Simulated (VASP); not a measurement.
## Bi: single point with PBE

Bi:

```
Bi
1.0
    -1.98143    1.98143    1.98143
     1.98143   -1.98143    1.98143
     1.98143    1.98143   -1.98143
Bi
1
Direct
  0.00000 0.00000 0.00000
```

| Quantity | Value |
| --- | --- |
| Program | VASP 6.6.1 |
| Task | single point |
| Functional | PBE |
| Potentials or basis | VASP PAW PBE potentials, release 64 (Bi_d) |
| Cutoff | 520 eV |
| k mesh | 9 × 9 × 9 |
| Occupations | gaussian, width 0.019 eV |
| Spin | no spin polarisation |
| Dipole correction | no |
| Further INCAR settings | ALGO = Normal; EDIFF = 1e-06; NBANDS = 14 |

```
Pressure : 0.8 GPa
```

Levels at points of the mesh, in eV from the Fermi level:
| k point | band 3 | band 4 | band 5 | band 6 | band 7 | band 8 | band 9 | band 10 | band 11 | band 12 |
| --- | --- | --- | --- | --- | --- | --- | --- | --- | --- | --- |
| (0.00, 0.00, 0.00) | -23.05 | -22.92 | -22.92 | -13.53 | 5.11 | 5.11 | 5.11 | 9.12 | 10.46 | 10.46 |

Wall time 15 s on 1 thread of AMD EPYC 7R43 64-Core Processor (Zen 3), on a shared host, peak memory 0.12 GiB.

Caveat: spin-orbit coupling is left out, which moves the levels of the heavy elements.
